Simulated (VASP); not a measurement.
# Hg (P6_3/mmc) in VASP: further runs

Hg is run at these levels: PBE+D3(BJ), PBE, r2SCAN+rVV10, r2SCAN; tasks: single point, relaxation of cell and atoms.

All numbers are computed with VASP 6.6.1; they aren't measurements. Logs are shortened: lines on timing, memory, paths and dates and some standing lists are left out, and cuts for length are marked.

**1. The cell of the first run**

The structure is hexagonal, space group P6_3/mmc (No. 194). Conventional cell: a = 3.249 Å, b = 3.249 Å, c = 5.562 Å, α = 90.00°, β = 90.00°, γ = 120.00°. Within 4.3 Å of Hg (site symmetry -6m2) lie 12 Hg at 3.25 to 3.35 Å.

**2. Single point, PBE+D3(BJ)**

The input, INCAR:

```
SYSTEM = Hg
ALGO     = Normal         ! electronic algorithm
EDIFF    = 1E-7           ! SCF threshold, eV
ENCUT    = 520            ! plane-wave cutoff, eV
GGA      = PE             ! functional
ISIF     = 2              ! what is computed and relaxed
ISMEAR   = -1             ! smearing method
IVDW     = 12             ! dispersion correction
LASPH    = .TRUE.         ! aspherical terms in the spheres
LCHARG   = .FALSE.        ! write CHGCAR
LREAL    = .FALSE.        ! projectors in reciprocal space
LWAVE    = .FALSE.        ! write WAVECAR
NBANDS   = 19             ! bands
NELM     = 100            ! most SCF steps
PREC     = Accurate       ! precision mode
SIGMA    = 0.02           ! smearing width, eV
```

The input, KPOINTS:

```
k-points
0
G
  12 12 4
  0 0 0
```

The input, POSCAR:

```
Hg
1.0
    3.2485812681      0.0000000000      0.0000000000
   -1.6242906341      2.8133539044      0.0000000000
    0.0000000000      0.0000000000      5.5621886249
Hg
2
Direct
    0.6666666667      0.3333333333      0.7500000000
    0.3333333333      0.6666666667      0.2500000000
```

Potentials or basis: VASP PAW PBE potentials, release 64 (Hg).

Started as:

```console
$ cat potpaw_PBE.64/Hg/POTCAR > POTCAR
$ mpirun -np 1 vasp_std > vasp.out
```

OUTCAR:

```text
SYSTEM = Hg
   EDIFF = 1E-7
   ENCUT = 520
   GGA = PE
   ISIF = 2
   ISMEAR = -1
   IVDW = 12
   LASPH = .TRUE.
   LREAL = .FALSE.
   NELM = 100
   PREC = Accurate
 IVDW          = 12

 ion  position               nearest neighbor table
   1  0.667  0.333  0.750-   2 3.35   2 3.35   2 3.35   2 3.35   2 3.35   2 3.35
   2  0.333  0.667  0.250-   1 3.35   1 3.35   1 3.35   1 3.35   1 3.35   1 3.35

  LATTYP: Found a hexagonal cell.
 ALAT       =     3.2485812681
 C/A-ratio  =     1.7121900811

  Lattice vectors:

 A1 = (   3.2485812681,   0.0000000000,   0.0000000000)
 A2 = (  -1.6242906341,   2.8133539044,   0.0000000000)
 A3 = (   0.0000000000,   0.0000000000,   5.5621886249)

Analysis of symmetry for initial positions (statically):
=====================================================================
 Subroutine PRICEL returns:
 Original cell was already a primitive cell.

 Routine SETGRP: Setting up the symmetry group for a
 hexagonal supercell.

 Subroutine GETGRP returns: Found 24 space group operations
 (whereof 12 operations were pure point group operations)
 out of a pool of 24 trial point group operations.

The static configuration has the point symmetry D_3d.
 The point group associated with its full space group is D_6h.

Analysis of symmetry for dynamics (positions and initial velocities):
=====================================================================
 Subroutine PRICEL returns:
 Original cell was already a primitive cell.

 Routine SETGRP: Setting up the symmetry group for a
 hexagonal supercell.

 Subroutine GETGRP returns: Found 24 space group operations
 (whereof 12 operations were pure point group operations)
 out of a pool of 24 trial point group operations.

The dynamic configuration has the point symmetry D_3d.
 The point group associated with its full space group is D_6h.

 Subroutine INISYM returns: Found 24 space group operations
 (whereof 12 operations are pure point group operations),
 and found     1 'primitive' translations

----------------------------------------------------------------------------------------

                                     Primitive cell

  volume of cell :      50.8351

  direct lattice vectors                    reciprocal lattice vectors
     3.248581268  0.000000000  0.000000000     0.307826684  0.177723819  0.000000000
    -1.624290634  2.813353904  0.000000000     0.000000000  0.355447638  0.000000000
     0.000000000  0.000000000  5.562188625     0.000000000  0.000000000  0.179785345

  length of vectors
     3.248581268  3.248581268  5.562188625     0.355447638  0.355447638  0.179785345

  position of ions in fractional coordinates (direct lattice)
     0.666666667  0.333333333  0.750000000
     0.333333333  0.666666667  0.250000000

  ion indices of the primitive-cell ions
   primitive index   ion index
                 1           1
                 2           2

----------------------------------------------------------------------------------------

 KPOINTS: k-points

Automatic generation of k-mesh.
 Grid dimensions read from file:
 generate k-points for:   12   12    4

 Generating k-lattice:

  Cartesian coordinates                     Fractional coordinates (reciprocal lattice)
     0.025652224  0.014810318  0.000000000     0.083333333  0.000000000  0.000000000
     0.000000000  0.029620636  0.000000000     0.000000000  0.083333333  0.000000000
     0.000000000  0.000000000  0.044946336     0.000000000  0.000000000  0.250000000

  Length of vectors
     0.029620636  0.029620636  0.044946336

  Shift w.r.t. Gamma in fractional coordinates (k-lattice)
     0.000000000  0.000000000  0.000000000

 Subroutine IBZKPT returns following result:
 ===========================================

 Found     57 irreducible k-points:

 Following reciprocal coordinates:
            Coordinates               Weight
  0.000000  0.000000  0.000000      1.000000
  0.083333 -0.000000  0.000000      6.000000
  0.166667 -0.000000  0.000000      6.000000
  0.250000  0.000000  0.000000      6.000000
  0.333333  0.000000  0.000000      6.000000
  0.416667  0.000000  0.000000      6.000000
[... 16 lines left out ...]
  0.250000  0.000000  0.250000     12.000000
  0.333333  0.000000  0.250000     12.000000
 [... further k-points ...]
   k-points           NKPTS =     57   k-points in BZ     NKDIM =     57   number of bands    NBANDS=     19
   number of dos      NEDOS =    301   number of ions     NIONS =      2
   total plane-waves  NPLWV =  24192
   dimension x,y,z NGX =    24 NGY =   24 NGZ =   42
   dimension x,y,z NGXF=    48 NGYF=   48 NGZF=   84
   ions per type =               2
   NGX,Y,Z   is equivalent  to a cutoff of  12.28, 12.28, 12.55 a.u.
   NGXF,Y,Z  is equivalent  to a cutoff of  24.56, 24.56, 25.11 a.u.
 SYSTEM =  Hg
   PREC   = accura    normal or accurate (medium, high low for compatibility)
   ISTART =      0    job   : 0-new  1-cont  2-samecut
   ICHARG =      2    charge: 1-file 2-atom 10-const
   ISPIN  =      1    spin polarized calculation?
   LNONCOLLINEAR =      F non collinear calculations
   LSORBIT =      F    spin-orbit coupling
   LASPH  =      T    aspherical Exc in radial PAW
   ENCUT  =  520.0 eV  38.22 Ry    6.18 a.u.   6.04  6.04 10.34*2*pi/ulx,y,z
   NELM   =    100;   NELMIN=  2; NELMDL= -5     # of ELM steps
   EDIFF  = 0.1E-06   stopping-criterion for ELM
   LREAL  =      F    real-space projection
   EDIFFG = 0.1E-05   stopping-criterion for IOM
   NSW    =      0    number of steps for IOM
   IBRION =     -1    ionic relax: 0-MD 1-quasi-New 2-CG
   NFREE  =      0    steps in history (QN), initial steepest desc. (CG)
   ISIF   =      2    stress and relaxation
   ISYM   =      2    0-nonsym 1-usesym 2-fastsym
   POTIM  = 0.5000    time-step for ionic-motion
   TEBEG  =    0.0;   TEEND  =   0.0 temperature during run
   PSTRESS=    0.0 pullay stress
   NELECT =      24.0000    total number of electrons
   NUPDOWN=      -1.0000    fix difference up-down
   EMIN   =  10.00;   EMAX   =-10.00  energy-range for DOS
   EFERMI =   0.00;   METHOD = LEGACY
   ISMEAR =    -1;   SIGMA  =   0.02  broadening in eV -4-tet -1-fermi 0-gaus
   EFERMI_NEDOS =   21; number of points for ismear=-14 and -15
   IALGO  =     38    algorithm
   IMIX   =      4    mixing-type and parameters
     AMIX     =   0.40;   BMIX     =  1.00
     AMIX_MAG =   1.60;   BMIX_MAG =  1.00
  volume/ion in A,a.u.               =      25.42       171.53
  Fermi-wavevector in a.u.,A,eV,Ry     =   1.274747  2.408922 22.109191  1.624980
  Thomas-Fermi vector in A             =   2.407498
   LORBIT       =      0    0 simple, 1 ext, 2 COOP (PROOUT), +10 PAW based schemes
   GGA     = PE    functional components
   LHFCALC =     F    Hartree Fock is set to
   AEXX    =    0.0000 exact exchange contribution
   IVDW    =    12    specifies the selected vdW correction
   LEPSILON=     F    determine dielectric tensor
   LRPA    =     F    only Hartree local field effects (RPA)
 non-spin polarized calculation
  energy-cutoff  :      520.00
  volume of cell :       50.84
 maximum number of plane-waves:      1404
   NGX = 13   NGY = 13   NGZ = 21

 number of electron      23.9999995 magnetization

 Free energy of the ion-electron system (eV)
  ---------------------------------------------------
  ext. energy  EPLUGINS =         0.00000000
  ---------------------------------------------------
  free energy    TOTEN  =        -0.27573859 eV

  energy without entropy =       -0.27499062  energy(sigma->0) =       -0.27536460

 E-fermi :   1.8522     XC(G=0): -10.4509

 val. band max:        1.8420099616   @ k =   0.3333   0.3333   0.5000
 cond. band min:       1.9010061457   @ k =   0.5000   0.0000   0.5000
 fundamental gap:      0.0589961841
 Fermi energy:         1.8522254135

 k-point     1 :       0.0000    0.0000    0.0000
  band No.  band energies     occupation
      1      -6.2848      2.00000
      2      -5.4969      2.00000
      3      -4.7090      2.00000
      4      -4.5578      2.00000
      5      -4.5578      2.00000
      6      -4.4636      2.00000
[... 11 lines left out ...]
     18      16.7013      0.00000
     19      16.9674      0.00000

 k-point     2 :       0.0833   -0.0000    0.0000
  band No.  band energies     occupation
      1      -6.1292      2.00000
      2      -5.4110      2.00000
      3      -4.7144      2.00000
      4      -4.5468      2.00000
      5      -4.4949      2.00000
      6      -4.4820      2.00000
[... 11 lines left out ...]
     18      17.1064      0.00000
     19      17.1752      0.00000

 k-point     3 :       0.1667   -0.0000    0.0000
  band No.  band energies     occupation
      1      -5.7042      2.00000
      2      -5.2214      2.00000
      3      -4.7289      2.00000
      4      -4.5491      2.00000
      5      -4.4027      2.00000
      6      -4.3626      2.00000
[... 11 lines left out ...]
     18      15.3961      0.00000
     19      16.2664      0.00000

 k-point     4 :       0.2500    0.0000    0.0000
  band No.  band energies     occupation
      1      -5.2698      2.00000
      2      -5.1633      2.00000
      3      -4.6174      2.00000
      4      -4.5947      2.00000
      5      -4.4595      2.00000
      6      -4.3398      2.00000
[... 11 lines left out ...]
     18      14.7896      0.00000
     19      16.1862      0.00000

 k-point     5 :       0.3333    0.0000    0.0000
  band No.  band energies     occupation
      1      -5.2717      2.00000
      2      -5.1656      2.00000
      3      -4.8635      2.00000
      4      -4.4431      2.00000
      5      -4.4209      2.00000
      6      -4.2833      2.00000
[... 11 lines left out ...]
     18      14.5834      0.00000
     19      15.0761      0.00000
[... 334 lines left out ...]
      2      -5.3657      2.00000
      3      -4.6917      2.00000
      4      -4.6043      2.00000
      5      -4.5311      2.00000
      6      -4.5249      2.00000
[... 11 lines left out ...]
     18      15.6076      0.00000
     19      16.3860      0.00000

 k-point    22 :       0.1667   -0.0000    0.2500
  band No.  band energies     occupation
      1      -5.4330      2.00000
      2      -5.1590      2.00000
      3      -4.7004      2.00000
      4      -4.6469      2.00000
      5      -4.5314      2.00000
      6      -4.3808      2.00000
[... 11 lines left out ...]
     18      14.9591      0.00000
     19      15.9293      0.00000

 k-point    23 :       0.2500    0.0000    0.2500
  band No.  band energies     occupation
      1      -5.2033      2.00000
      2      -5.0864      2.00000
      3      -4.7311      2.00000
      4      -4.6249      2.00000
      5      -4.3996      2.00000
      6      -4.2951      2.00000
[... 11 lines left out ...]
     18      14.6485      0.00000
     19      14.8912      0.00000

 k-point    24 :       0.3333    0.0000    0.2500
  band No.  band energies     occupation
      1      -5.2623      2.00000
      2      -5.1862      2.00000
      3      -4.8392      2.00000
      4      -4.6949      2.00000
      5      -4.3281      2.00000
      6      -4.2253      2.00000
[... 11 lines left out ...]
     18      13.9251      0.00000
     19      14.4771      0.00000

 [... further k-points ...]

------------------------ aborting loop because EDIFF is reached ----------------------------------------

 Edisp (eV)   -0.82372

 E8    (eV) :    -0.3734

  FORCE on cell =-STRESS in cart. coord.  units (eV):
  Direction    XX          YY          ZZ          XY          YZ          ZX
  --------------------------------------------------------------------------------------
  -------------------------------------------------------------------------------------
  Total       0.06860     0.06860     0.05973    -0.00000     0.00000     0.00000
  in kB       2.16195     2.16195     1.88242    -0.00000     0.00000     0.00000
  external pressure =        2.07 kB  Pullay stress =        0.00 kB

 VOLUME and BASIS-vectors are now :
 -----------------------------------------------------------------------------
  energy-cutoff  :      520.00
  volume of cell :       50.84
      direct lattice vectors                 reciprocal lattice vectors
     3.248581268  0.000000000  0.000000000     0.307826684  0.177723819  0.000000000
    -1.624290634  2.813353904  0.000000000     0.000000000  0.355447638  0.000000000
     0.000000000  0.000000000  5.562188625     0.000000000  0.000000000  0.179785345

 POSITION                                       TOTAL-FORCE (eV/Angst)
 -----------------------------------------------------------------------------------
      1.62429      0.93778      4.17164        -0.000000      0.000000      0.000000
     -0.00000      1.87557      1.39055         0.000000     -0.000000      0.000000
 -----------------------------------------------------------------------------------
    total drift:                               -0.000000      0.000000     -0.000000

  FREE ENERGIE OF THE ION-ELECTRON SYSTEM (eV)
  ---------------------------------------------------
  free  energy   TOTEN  =        -1.0994611208 eV

  energy  without entropy=       -1.0987131535  energy(sigma->0) =       -1.09908714
```

It took 66 s on 1 thread of Oxide Virtual Turin-like, shared host; peak memory 0.16 GiB.

What came out:

```yaml
Free_energy: -1.0995 eV
Pressure: 0.2 GPa
Band_gap_on_the_k_mesh: zero (bands 12 and 13 overlap by 1.39 eV)
Dispersion_energy_per_atom: -0.412 eV
```

Levels at points of the mesh, in eV from the Fermi level:
```csv
k point,band 10,band 11,band 12,band 13,band 14,band 15
"(0.00, 0.00, 0.00)",-5.53,-5.53,-1.90,-1.14,12.93,12.93
"(0.50, 0.00, 0.00)",-5.32,-1.89,-1.61,2.45,2.85,4.17
"(0.00, 0.00, 0.50)",-5.70,-5.70,-5.70,5.79,5.79,13.81
"(0.50, 0.00, 0.50)",-5.34,-0.86,-0.86,0.05,0.05,9.13
```

Caveat: spin-orbit coupling is left out, which moves the levels of the heavy elements.

(Part 1 of 2 ends here.)
